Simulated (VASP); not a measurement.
# TiTe2 (P-3m1) in VASP: notebook, part 2 of 2

VASP 6.6.1. Earlier steps stand in the parts before.

### Step 5. Single point, PBEsol (17.39 Å³/atom)

This run uses another cell than the first one, of 17.39 Å³/atom.

File INCAR:

```
SYSTEM = TiTe2
PREC = Accurate
ENCUT = 520
EDIFF = 1E-6
ISMEAR = -1
SIGMA = 0.05
LREAL = .FALSE.
LASPH = .TRUE.
NELM = 60
ALGO = Normal
ISIF = 2
LWAVE = .FALSE.
LCHARG = .FALSE.
GGA = PS
NBANDS = 19
```

File KPOINTS:

```
regular mesh
0
G
  11 11 6
  0 0 0
```

File POSCAR:

```
TiTe2
1.0
    3.2320630385      0.0000000000      0.0000000000
   -1.6160315192      2.7990486980      0.0000000000
    0.0000000000      0.0000000000      5.7680283715
Ti Te
1 2
Direct
    0.0000000000      0.0000000000      0.0000000000
    0.6666666667      0.3333333333      0.2998439128
    0.3333333333      0.6666666667      0.7001560872
```

Potentials or basis: VASP PAW PBE potentials, release 64 (Ti_sv, Te).

On the command line:

```sh
> cat potpaw_PBE.64/Ti_sv/POTCAR potpaw_PBE.64/Te/POTCAR > POTCAR
> mpirun -np 1 vasp_std > vasp.out
```

OUTCAR:

```text
SYSTEM = TiTe2
   PREC = Accurate
   ENCUT = 520
   EDIFF = 1E-6
   ISMEAR = -1
   LREAL = .FALSE.
   LASPH = .TRUE.
   NELM = 60
   ISIF = 2
   GGA = PS

 ion  position               nearest neighbor table
   1  0.000  0.000  0.000-   2 2.54   3 2.54   3 2.54   2 2.54   2 2.54   3 2.54
   2  0.667  0.333  0.300-   1 2.54   1 2.54   1 2.54   3 2.97   3 2.97   3 2.97
   3  0.333  0.667  0.700-   1 2.54   1 2.54   1 2.54   2 2.97   2 2.97   2 2.97

  LATTYP: Found a hexagonal cell.
 ALAT       =     3.2320630385
 C/A-ratio  =     1.7846274354

  Lattice vectors:

 A1 = (   3.2320630385,   0.0000000000,   0.0000000000)
 A2 = (  -1.6160315192,   2.7990486980,   0.0000000000)
 A3 = (   0.0000000000,   0.0000000000,   5.7680283715)

Analysis of symmetry for initial positions (statically):
=====================================================================
 Subroutine PRICEL returns:
 Original cell was already a primitive cell.

 Routine SETGRP: Setting up the symmetry group for a
 hexagonal supercell.

[... 163 lines left out ...]
  free energy    TOTEN  =       -15.31710045 eV

  energy without entropy =      -15.30684041  energy(sigma->0) =      -15.31197043

 E-fermi :  13.2420     XC(G=0): -12.1355

 val. band max:       13.2270542315   @ k =   0.2727   0.0000   0.5000
 cond. band min:      13.2564489067   @ k =   0.1818   0.0909   0.1667
 fundamental gap:      0.0293946752
 Fermi energy:        13.2419936874

 k-point     1 :       0.0000    0.0000    0.0000
  band No.  band energies     occupation
      1     -43.1203      2.00000
      2     -19.7110      2.00000
      3     -19.4859      2.00000
      4     -19.4859      2.00000
      5      -3.0601      2.00000
      6       0.6529      2.00000
[... 505 lines left out ...]
      6       1.9157      2.00000
[... 11 lines left out ...]
     18      17.6139      0.00000
     19      19.4318      0.00000

 [... further k-points ...]

------------------------ aborting loop because EDIFF is reached ----------------------------------------

  FORCE on cell =-STRESS in cart. coord.  units (eV):
  Direction    XX          YY          ZZ          XY          YZ          ZX
  --------------------------------------------------------------------------------------
  -------------------------------------------------------------------------------------
  Total       14.4105044     14.4105044     14.4103131      0.0000000     -0.0000000     -0.0000000
  in kB      442.4580481    442.4580481    442.4521759      0.0000000     -0.0000000     -0.0000000
  external PRESSURE =     442.4560907 kB  Pullay stress =       0.0000000 kB

 VOLUME and BASIS-vectors are now :
 -----------------------------------------------------------------------------
  energy-cutoff  :      520.00
  volume of cell :       52.18
      direct lattice vectors                 reciprocal lattice vectors
     3.232063039  0.000000000  0.000000000     0.309399906  0.178632119  0.000000000
    -1.616031519  2.799048698  0.000000000     0.000000000  0.357264238  0.000000000
     0.000000000  0.000000000  5.768028371     0.000000000  0.000000000  0.173369466

 POSITION                                       TOTAL-FORCE (eV/Angst)
 -----------------------------------------------------------------------------------
      0.00000      0.00000      0.00000        -0.000000      0.000000      0.000000
      1.61603      0.93302      1.72951         0.000000     -0.000000     -0.014703
     -0.00000      1.86603      4.03852        -0.000000      0.000000      0.014703
 -----------------------------------------------------------------------------------
    total drift:                               -0.000000      0.000000      0.000000

  FREE ENERGIE OF THE ION-ELECTRON SYSTEM (eV)
  ---------------------------------------------------
  free  energy   TOTEN  =       -15.3171004468 eV

  energy  without entropy=      -15.3068404058  energy(sigma->0) =      -15.31197043
```

OSZICAR:

```text
N       E                     dE             d eps       ncg     rms          rms(c)
DAV:   1     0.196197050870E+03    0.19620E+03   -0.11121E+04  3192   0.127E+03
DAV:   2     0.846008158351E-02   -0.19619E+03   -0.19052E+03  3260   0.335E+02
DAV:   3    -0.156901087640E+02   -0.15699E+02   -0.15253E+02  4578   0.878E+01
DAV:   4    -0.162752414404E+02   -0.58513E+00   -0.58164E+00  4126   0.156E+01
DAV:   5    -0.162903473819E+02   -0.15106E-01   -0.15100E-01  4449   0.251E+00    0.189E+01
DAV:   6    -0.155293785117E+02    0.76097E+00   -0.42452E+00  3626   0.198E+01    0.843E+00
DAV:   7    -0.155500593105E+02   -0.20681E-01   -0.42927E+00  3881   0.139E+01    0.591E+00
DAV:   8    -0.153156840599E+02    0.23438E+00   -0.11718E+00  3735   0.893E+00    0.218E+00
DAV:   9    -0.153182287432E+02   -0.25447E-02   -0.41624E-02  4486   0.134E+00    0.744E-01
DAV:  10    -0.153171177790E+02    0.11110E-02   -0.12421E-02  3621   0.108E+00    0.177E-01
DAV:  11    -0.153171191306E+02   -0.13516E-05   -0.10554E-03  3747   0.314E-01    0.646E-02
DAV:  12    -0.153171035071E+02    0.15623E-04   -0.87868E-05  3933   0.857E-02    0.377E-02
DAV:  13    -0.153171010038E+02    0.25033E-05   -0.20426E-05  3794   0.381E-02    0.807E-03
DAV:  14    -0.153171004468E+02    0.55706E-06   -0.15278E-06  2359   0.830E-03
   1 F= -.15317100E+02 E0= -.15311970E+02  d E =-.102600E-01
```

stdout:

```text
POSCAR found type information on POSCAR TiTe
 POSCAR found :  2 types and       3 ions
 scaLAPACK will be used
 -----------------------------------------------------------------------------
|                                                                             |
|                                                                             |
|     You enforced a specific xc type in the INCAR file but a different       |
|     I HOPE YOU KNOW WHAT YOU ARE DOING!                                     |
|                                                                             |
 -----------------------------------------------------------------------------

 LDA part: xc-table for (Slater+PW92), standard interpolation
 POSCAR, INCAR and KPOINTS ok, starting setup
 FFT: planning ... GRIDC
 FFT: planning ... GRID_SOFT
 FFT: planning ... GRID
 WAVECAR not read
 entering main loop
```

Run time: 35 s. Hardware: 1 thread of AMD EPYC 9R45 (Zen 5), shared host; peak memory 0.2 GiB.

Results:

* Free energy: -15.3171 eV
* Pressure: 44.2 GPa
* Largest force: 0.015 eV/Å
* Band gap on the k mesh: zero (bands 12 and 13 overlap by 1.25 eV)

Forces in eV/Å, atoms in the order of the input:
```
Ti   0.000  0.000  0.000
Te   0.000  0.000 -0.015
Te   0.000  0.000  0.015
```

Caveat: the cell stands under pressure; the PAW data sets were made with another functional, which shifts forces and pressure a little; spin-orbit coupling is left out, which moves the levels of the heavy elements.
